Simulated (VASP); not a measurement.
Set up this calculation in VASP 6.6.1, as the native input.

```
Task                   : relaxation of cell and atoms
Functional             : PBE
Potentials or basis    : VASP PAW PBE potentials, release 64 (Ti_sv, C)
Cutoff                 : 600 eV
k mesh                 : 13 × 13 × 13
Occupations            : fermi-dirac, width 0.05 eV
Spin                   : no spin polarisation
Dipole correction      : no
Further INCAR settings : ALGO = Normal; EDIFF = 1e-07; IBRION = 2; EDIFFG = -0.01; NSW = 80; ISIF = 3
```

The structure of TiC lies in POSCAR:

```
TiC
1.0
    0.0000000000      2.1593000000      2.1593000000
    2.1593000000      0.0000000000      2.1593000000
    2.1593000000      2.1593000000      0.0000000000
Ti C
1 1
Direct
    0.0000000000      0.0000000000      0.0000000000
    0.5000000000      0.5000000000      0.5000000000
```

The input as run:

INCAR

```
  PREC = Accurate
  ENCUT = 600
  EDIFF = 1E-7
  ISMEAR = -1
  SIGMA = 0.05
  LREAL = F
  LASPH = T
  NELM = 120
  ALGO = Normal
  ISIF = 3
  LWAVE = F
  LCHARG = F
  GGA = PE
  IBRION = 2
  NSW = 80
  EDIFFG = -0.01
  GGA_COMPAT = F
  NELMIN = 4
```

KPOINTS

```
Automatic mesh
0
Gamma
  13 13 13
```

Potentials or basis: VASP PAW PBE potentials, release 64 (Ti_sv, C).

Command:

```console
$ cat potpaw_PBE.64/Ti_sv/POTCAR potpaw_PBE.64/C/POTCAR > POTCAR
$ mpirun -np 1 vasp_std > vasp.out
```

Results of the run:

* Relaxed volume: 10.17 Å³/atom
* Relaxed cell: a = 3.064 Å, b = 3.064 Å, c = 3.064 Å, α = 60.00°, β = 60.00°, γ = 60.00°
* Space group after relaxing (to 0.05 Å): Fm-3m (No. 225)
* Energy gained by relaxing: 0.9 meV/atom
* Ionic steps: 3
* Pressure after relaxing: 0.0 GPa
* Band gap on the k mesh: zero (band 8 reaches 10.09 eV, above the bottom of band 9 at 9.01 eV)

Run time: 37 s on 1 thread of Intel Xeon 6975P-C, on a shared host, peak memory 0.16 GiB.
